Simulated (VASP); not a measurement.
Crystal: Os.

```
Os
1.0
     2.75593    0.00000    0.00000
    -1.37796    2.38670    0.00000
     0.00000    0.00000    4.34265
Os
2
Direct
  0.33333 0.66667 0.25000
  0.66667 0.33333 0.75000
```

Base run:

```yaml
Program: VASP 6.6.1
Functional: PBE
Potentials_or_basis: VASP PAW PBE potentials, release 64 (Os)
Cutoff: 520 eV
k_mesh: 13 × 13 × 7
Occupations: fermi-dirac, width 0.2 eV
Spin: no spin polarisation
```

Its results: band gap on the k mesh zero (band 8 reaches 11.15 eV, above the bottom of band 9 at 7.46 eV); pressure 0.4 GPa.

**Question.** The run is repeated on the same cell with these changes: occupations from fermi-dirac, width 0.2 eV to fermi-dirac, width 0.01 eV. What comes out?

**Answer.** Band gap on the k mesh zero (band 8 reaches 11.15 eV, above the bottom of band 9 at 7.46 eV); pressure -0.4 GPa.

Caveats: spin-orbit coupling is left out, which moves the levels of the heavy elements.
